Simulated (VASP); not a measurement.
A run of VASP 6.6.1:

File INCAR:

```
PREC     = Accurate       # precision mode
ENCUT    = 500            # plane-wave cutoff, eV
EDIFF    = 1E-7           # SCF threshold, eV
ISMEAR   = 1              # smearing method
SIGMA    = 0.02           # smearing width, eV
LREAL    = False          # projectors in reciprocal space
LASPH    = True           # aspherical terms in the spheres
NELM     = 120            # most SCF steps
ALGO     = Normal         # electronic algorithm
ISIF     = 3              # what is computed and relaxed
LWAVE    = False          # write WAVECAR
LCHARG   = False          # write CHGCAR
IBRION   = 2              # ionic algorithm
NSW      = 80             # ionic steps
EDIFFG   = -0.03          # ionic threshold
GGA_COMPAT= False        
NELMIN   = 4
```

The input KPOINTS:

```
Automatic mesh
0
Gamma
  11 11 11
```

POSCAR

```
Mo
1.0
   -1.5734150000      1.5734150000      1.5734150000
    1.5734150000     -1.5734150000      1.5734150000
    1.5734150000      1.5734150000     -1.5734150000
Mo
1
Direct
    0.0000000000      0.0000000000      0.0000000000
```

Potentials or basis: VASP PAW LDA potentials, release 64 (Mo_sv).

Command:

```console
$ cat potpaw_LDA.64/Mo_sv/POTCAR > POTCAR
$ mpirun -np 1 vasp_std > vasp.out
```

Hardware: 1 thread of Intel Xeon 8259CL (shared host).

Task: Estimate the wall time of this run.

Result: Run time: 32 s on 1 thread of Intel Xeon 8259CL (shared host), peak memory 0.13 GiB. Counts: scf iterations 28, k points 56, ion steps 3.
